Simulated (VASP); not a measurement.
# CuSi16 (a cell with a defect) in VASP: a series of runs, part 2 of 2

VASP 6.6.1.

### 3 Single point, PBE+D3(BJ), collinear spin, zero start

INCAR

```
ALGO = Normal
EDIFF = 1E-7
ENCUT = 520
GGA = PE
ISIF = 2
ISMEAR = -1
ISPIN = 2
IVDW = 12
LASPH = T
LCHARG = F
LMAXMIX = 4
LORBIT = 11
LREAL = Auto
LWAVE = F
MAGMOM = 0 0 0 0 0 0 0 0 0 0 0 0 0 0 0 0 0
NBANDS = 56
NELM = 150
PREC = Accurate
SIGMA = 0.02
```

KPOINTS

```
k-points
0
Gamma
  2 2 2
```

POSCAR

```
CuSi16
1.0
    0.0000000000      5.4300000000      5.4300000000
    5.4300000000      0.0000000000      5.4300000000
    5.4300000000      5.4300000000      0.0000000000
Si Cu
16 1
Direct
    0.0209023941      0.0148434622     -0.0408655617
    0.1099907919      0.1243738490      0.1252946593
    0.0177532228     -0.0044567219      0.5044935543
    0.1827808471      0.1185082873      0.5870718232
    0.0332780847      0.4884898711     -0.0244935543
    0.1323112339      0.6419981584      0.1050552486
    0.0216298343      0.4733057090      0.5020718232
    0.1087016575      0.6305432781      0.6061602210
    0.4955801105     -0.0422836096     -0.0114732965
    0.6151749540      0.1163535912      0.1156169429
    0.5558195212     -0.0267403315      0.4922283610
    0.6467955801      0.1189686924      0.6007366483
    0.5050276243      0.4689871087      0.0092081031
    0.6597237569      0.5785635359      0.1184530387
    0.4914456722      0.4901565378      0.4948710866
    0.6329465930      0.5992265193      0.6273848987
    0.8674309392      0.8571731123      0.8908563536
```

Potentials or basis: VASP PAW PBE potentials, release 64 (Si, Cu).

Command:

```sh
$ cat potpaw_PBE.64/Si/POTCAR potpaw_PBE.64/Cu/POTCAR > POTCAR
$ mpirun -np 1 vasp_std > vasp.out
```

OUTCAR:

```text
EDIFF = 1E-7
   ENCUT = 520
   GGA = PE
   ISIF = 2
   ISMEAR = -1
   ISPIN = 2
   IVDW = 12
   LASPH = T
   LORBIT = 11
   LREAL = Auto
   NELM = 150
   PREC = Accurate
 IVDW          = 12

 ion  position               nearest neighbor table
   1  0.021  0.015  0.959-   2 2.31   6 2.34   4 2.35  17 2.41  10 2.55
   2  0.110  0.124  0.125-   5 2.30   1 2.31   3 2.39   9 2.44
   3  0.018  0.996  0.504-   8 2.31  12 2.34   4 2.34   2 2.39  17 2.43
   4  0.183  0.119  0.587-   7 2.24   3 2.34   1 2.35  11 2.35
   5  0.033  0.488  0.976-   2 2.30  17 2.33   8 2.34  14 2.35   6 2.40
[... 1098 lines left out ...]
      8.14520      2.83580      5.50220        -0.545105     -0.727207      0.514805
      3.83130      4.18030      1.63600        -0.229027      0.765548     -0.659508
      7.94950      5.47770      2.83320         0.146697      0.361545     -0.133629
      4.05650      1.28890      4.20450        -0.073974      0.883368     -0.702297
[... 9 lines left out ...]
      6.66050      6.84360      6.69070        -0.250069      0.409352     -0.052477
      9.49180      9.54750      9.36460         0.492075     -0.103732      0.064522
 -----------------------------------------------------------------------------------
    total drift:                               -0.005208     -0.003219      0.000498

  FREE ENERGIE OF THE ION-ELECTRON SYSTEM (eV)
  ---------------------------------------------------
  free  energy   TOTEN  =       -91.8020805670 eV

  energy  without entropy=      -91.7919385524  energy(sigma->0) =      -91.79700956

 total charge

# of ion       s       p       d       tot
------------------------------------------
    1        0.739   0.943   0.000   1.683
    2        0.776   0.907   0.000   1.683
    3        0.732   0.963   0.000   1.695
    4        0.750   0.961   0.000   1.711
    5        0.737   0.971   0.000   1.708
    6        0.738   0.919   0.000   1.657
[... 9 lines left out ...]
   16        0.743   0.913   0.000   1.656
   17        0.473   0.413   9.220  10.106
--------------------------------------------------
tot         12.399  15.499   9.220  37.119

 magnetization (x)

# of ion       s       p       d       tot
------------------------------------------
    1        0.000   0.000   0.000   0.000
    2       -0.000  -0.000   0.000  -0.000
    3       -0.000  -0.000   0.000  -0.000
    4       -0.000  -0.000   0.000  -0.000
    5       -0.000   0.000   0.000  -0.000
    6       -0.000   0.000   0.000   0.000
[... 9 lines left out ...]
   16       -0.000  -0.000   0.000  -0.000
   17       -0.000  -0.000   0.000   0.000
--------------------------------------------------
tot         -0.000  -0.000   0.000  -0.000
```

OSZICAR:

```text
N       E                     dE             d eps       ncg     rms          rms(c)
DAV:   1     0.326306121851E+03    0.32631E+03   -0.27551E+04  1792   0.115E+03
DAV:   2    -0.515558060880E+02   -0.37786E+03   -0.34812E+03  1928   0.229E+02
DAV:   3    -0.883225050837E+02   -0.36767E+02   -0.34607E+02  2368   0.747E+01
[... 18 lines left out ...]
DAV:  22    -0.861321204389E+02   -0.14404E-05   -0.19366E-05  2944   0.346E-02    0.258E-03
DAV:  23    -0.861321206185E+02   -0.17958E-06   -0.19757E-07  1848   0.108E-02    0.244E-03
DAV:  24    -0.861321204804E+02    0.13803E-06   -0.10342E-07  1376   0.512E-03    0.174E-03
DAV:  25    -0.861321203769E+02    0.10354E-06   -0.28097E-08  1272   0.385E-03    0.127E-03
DAV:  26    -0.861321203345E+02    0.42401E-07   -0.25242E-08  1280   0.315E-03
   1 F= -.91802081E+02 E0= -.91797010E+02  d E =-.101420E-01  mag=    -0.0000
```

It took 14 min on 1 thread of Intel Xeon Platinum 8488C (Sapphire Rapids), shared host; peak memory 0.73 GiB.

Results:

- Free energy: -91.8021 eV
- Pressure: 1.2 GPa
- Largest force: 2.810 eV/Å
- Net moment: 0.00 μB per cell
- Valence electrons inside the program's atomic spheres: Si 1.68, 1.70, 1.71, 1.66, 1.72, 1.65, 1.67 (each value once); Cu 10.11
- Dispersion energy per atom: -0.334 eV

Forces in eV/Å, atoms in the order of the input:
```
Si   0.470 -0.351 -0.621
Si  -0.341  0.910  0.279
Si  -0.545 -0.727  0.515
Si  -0.229  0.766 -0.660
Si   0.147  0.362 -0.134
Si  -0.074  0.883 -0.702
Si  -0.339 -2.788 -0.082
Si   0.335  1.612  1.127
Si   0.931 -0.312  0.309
Si  -1.670  1.151 -0.839
Si  -1.743 -1.576 -1.112
Si   1.764  1.235  0.333
Si   0.435 -1.189  1.349
Si   0.575 -0.367 -0.371
Si   0.044  0.086  0.598
Si  -0.250  0.409 -0.052
Cu   0.492 -0.104  0.065
```

Levels at points of the mesh, in eV from the Fermi level:
Spin up:
| k point | band 35 | band 36 | band 37 | band 38 | band 39 | band 40 |
| --- | --- | --- | --- | --- | --- | --- |
| (0.00, 0.00, 0.00) | -1.01 | -0.79 | -0.60 | -0.31 | -0.03 | 0.06 |
| (0.50, 0.00, 0.00) | -1.30 | -1.18 | -0.91 | -0.16 | 0.41 | 0.55 |
| (0.00, 0.50, 0.00) | -1.21 | -1.06 | -0.91 | 0.24 | 0.52 | 0.72 |
| (0.00, 0.00, 0.50) | -1.31 | -1.15 | -0.72 | 0.00 | 0.26 | 0.65 |
| (0.50, 0.50, 0.50) | -1.15 | -1.11 | -0.84 | -0.01 | 0.36 | 0.65 |
| (0.50, 0.50, 0.00) | -1.79 | -1.69 | -1.35 | 0.18 | 0.55 | 1.44 |
| (0.00, 0.50, 0.50) | -1.82 | -1.54 | -1.39 | 0.19 | 0.48 | 1.34 |
| (0.50, 0.00, 0.50) | -1.70 | -1.61 | -1.44 | 0.20 | 0.48 | 1.22 |
Spin down:
| k point | band 33 | band 34 | band 35 | band 36 | band 37 | band 38 | band 39 | band 40 | band 41 | band 42 |
| --- | --- | --- | --- | --- | --- | --- | --- | --- | --- | --- |
| (0.00, 0.00, 0.00) | -1.36 | -1.18 | -1.01 | -0.79 | -0.60 | -0.31 | -0.03 | 0.06 | 0.17 | 0.28 |
| (0.50, 0.00, 0.00) | -2.29 | -1.46 | -1.30 | -1.18 | -0.91 | -0.16 | 0.41 | 0.55 | 0.82 | 0.93 |
| (0.00, 0.50, 0.00) | -2.33 | -1.35 | -1.21 | -1.06 | -0.91 | 0.24 | 0.52 | 0.72 | 0.76 | 0.99 |
| (0.00, 0.00, 0.50) | -2.35 | -1.68 | -1.31 | -1.15 | -0.72 | 0.00 | 0.26 | 0.65 | 0.82 | 0.86 |
| (0.50, 0.50, 0.50) | -2.35 | -1.51 | -1.15 | -1.11 | -0.84 | -0.01 | 0.36 | 0.65 | 0.92 | 1.02 |
| (0.50, 0.50, 0.00) | -2.23 | -1.87 | -1.79 | -1.69 | -1.35 | 0.18 | 0.55 | 1.44 | 1.52 | 1.56 |
| (0.00, 0.50, 0.50) | -2.13 | -1.95 | -1.82 | -1.54 | -1.39 | 0.19 | 0.48 | 1.34 | 1.48 | 1.54 |
| (0.50, 0.00, 0.50) | -2.12 | -1.91 | -1.70 | -1.61 | -1.44 | 0.20 | 0.48 | 1.22 | 1.51 | 1.60 |

Caveat: the k points lie up to 0.50 Å⁻¹ apart.

### 4 Single point, PBE+D3(BJ), collinear spin, zero start

INCAR is that of step 3.

KPOINTS is that of step 3.

POSCAR

```
CuSi16
1.0
    0.0000000000      5.4300000000      5.4300000000
    5.4300000000      0.0000000000      5.4300000000
    5.4300000000      5.4300000000      0.0000000000
Si Cu
16 1
Direct
    0.0043370166      0.0080202578     -0.0316482505
    0.1169060773      0.1025414365      0.1216022099
    0.0306721915     -0.0160681400      0.4944843462
    0.1332688766      0.1605616943      0.5968416206
    0.0389779006      0.4703406998      0.0175230203
    0.1116758748      0.6300736648      0.1516758748
    0.0036003683      0.5196408840      0.5218876611
    0.1742449355      0.6059392265      0.6409300184
    0.5044383057     -0.0251749540     -0.0113075506
    0.6332044199      0.0823941068      0.1253222836
    0.4867679558     -0.0114456722      0.5082965009
    0.6719244936      0.0982412523      0.6045211786
    0.5125506446      0.4666758748      0.0106353591
    0.6566114180      0.6039226519      0.1105709024
    0.5549263352      0.4776887661      0.4827532228
    0.6361694291      0.6214364641      0.6282504604
    0.8748158379      0.8665101289      0.8748710866
```

Command:

```sh
$ cat potpaw_PBE.64/Si/POTCAR potpaw_PBE.64/Cu/POTCAR > POTCAR
$ mpirun -np 1 vasp_std > vasp.out
```

It took 12 min on 1 thread of Intel Xeon Platinum 8488C (Sapphire Rapids), shared host; peak memory 0.73 GiB.

It converged, with:

| Property | Result |
| --- | --- |
| Free energy | -92.0278 eV |
| Pressure | 0.9 GPa |
| Largest force | 2.276 eV/Å |
| Net moment | 0.00 μB per cell |
| Valence electrons inside the program's atomic spheres | Si 1.72, 1.69, 1.70, 1.71, 1.66, 1.67, 1.68, 1.64 (each value once); Cu 10.14 |
| Dispersion energy per atom | -0.334 eV |

Forces on the atoms (eV/Å):
```
Si   0.179  0.569 -0.352
Si  -0.046  1.021  0.920
Si  -0.665  0.360  1.021
Si  -0.242 -0.193 -1.356
Si   0.046 -0.556 -0.421
Si  -0.950  0.631  1.205
Si   0.269 -0.234  0.702
Si  -0.382 -0.171  0.066
Si   0.496 -0.904 -0.326
Si   1.233 -0.328  0.201
Si  -0.768  0.939  1.925
Si   0.873 -1.336 -1.377
Si   0.424 -0.427 -0.108
Si  -0.430  0.103 -0.489
Si   0.285 -0.010 -0.315
Si   0.227  0.396 -0.919
Cu  -0.549  0.140 -0.379
```

Stress tensor (GPa, compression positive):
```
 1.04 -0.31 -0.09
-0.31  0.85  0.55
-0.09  0.55  0.96
```

Levels at points of the mesh, in eV from the Fermi level:
Spin up:
| k point | band 34 | band 35 | band 36 | band 37 | band 38 | band 39 | band 40 | band 41 |
| --- | --- | --- | --- | --- | --- | --- | --- | --- |
| (0.00, 0.00, 0.00) | -1.21 | -0.97 | -0.59 | -0.53 | -0.31 | -0.03 | 0.02 | 0.13 |
| (0.50, 0.00, 0.00) | -1.44 | -1.25 | -1.15 | -1.02 | -0.01 | 0.53 | 0.80 | 0.91 |
| (0.00, 0.50, 0.00) | -1.35 | -1.24 | -1.06 | -0.88 | -0.03 | 0.68 | 0.75 | 0.84 |
| (0.00, 0.00, 0.50) | -1.65 | -1.21 | -1.08 | -0.76 | 0.01 | 0.45 | 0.63 | 0.79 |
| (0.50, 0.50, 0.50) | -1.30 | -1.21 | -1.05 | -0.97 | 0.06 | 0.41 | 0.64 | 0.72 |
| (0.50, 0.50, 0.00) | -1.89 | -1.74 | -1.60 | -1.23 | 0.23 | 0.66 | 1.33 | 1.46 |
| (0.00, 0.50, 0.50) | -1.92 | -1.71 | -1.63 | -1.24 | 0.20 | 0.54 | 1.30 | 1.41 |
| (0.50, 0.00, 0.50) | -1.82 | -1.79 | -1.63 | -1.31 | 0.20 | 0.58 | 1.34 | 1.44 |
Spin down:
```
           k point  band 33  band 34  band 35  band 36  band 37  band 38  band 39  band 40  band 41  band 42
(0.00, 0.00, 0.00)    -1.36    -1.21    -0.97    -0.59    -0.53    -0.31    -0.03     0.02     0.13     0.19
(0.50, 0.00, 0.00)    -2.14    -1.44    -1.25    -1.15    -1.02    -0.01     0.53     0.80     0.91     0.96
(0.00, 0.50, 0.00)    -2.24    -1.35    -1.24    -1.06    -0.88    -0.03     0.68     0.75     0.84     0.96
(0.00, 0.00, 0.50)    -2.34    -1.65    -1.21    -1.08    -0.76     0.01     0.45     0.63     0.79     0.97
(0.50, 0.50, 0.50)    -2.33    -1.30    -1.21    -1.05    -0.97     0.06     0.41     0.64     0.72     1.10
(0.50, 0.50, 0.00)    -2.26    -1.89    -1.74    -1.60    -1.23     0.23     0.66     1.33     1.46     1.59
(0.00, 0.50, 0.50)    -2.22    -1.92    -1.71    -1.63    -1.24     0.20     0.54     1.30     1.41     1.61
(0.50, 0.00, 0.50)    -2.18    -1.82    -1.79    -1.63    -1.31     0.19     0.58     1.34     1.44     1.56
```

Caveat: the k points lie up to 0.50 Å⁻¹ apart.

### 5 Summary

| cell | gap on the mesh (eV) | pressure (GPa) | moment (μB) | largest force (eV/Å) |
| --- | --- | --- | --- | --- |
| as given, atomic positions A | none | 0.9 | 0.00 | 2.63 |
| as given, atomic positions B | none | 1.2 | 0.00 | 2.81 |
| as given, atomic positions C | none | 0.9 | 0.00 | 2.28 |

Alike in all rows: task single point; level PBE+D3(BJ); potentials or basis VASP PAW PBE potentials, release 64 (Si, Cu); spin collinear, zero start; k mesh 2 × 2 × 2; cutoff (eV) 520; smearing fermi-dirac 0.02 eV.

Caveats: all runs use coarse meshes.

Total energies depend on the potentials used, so only differences within one code and one set of settings carry meaning.
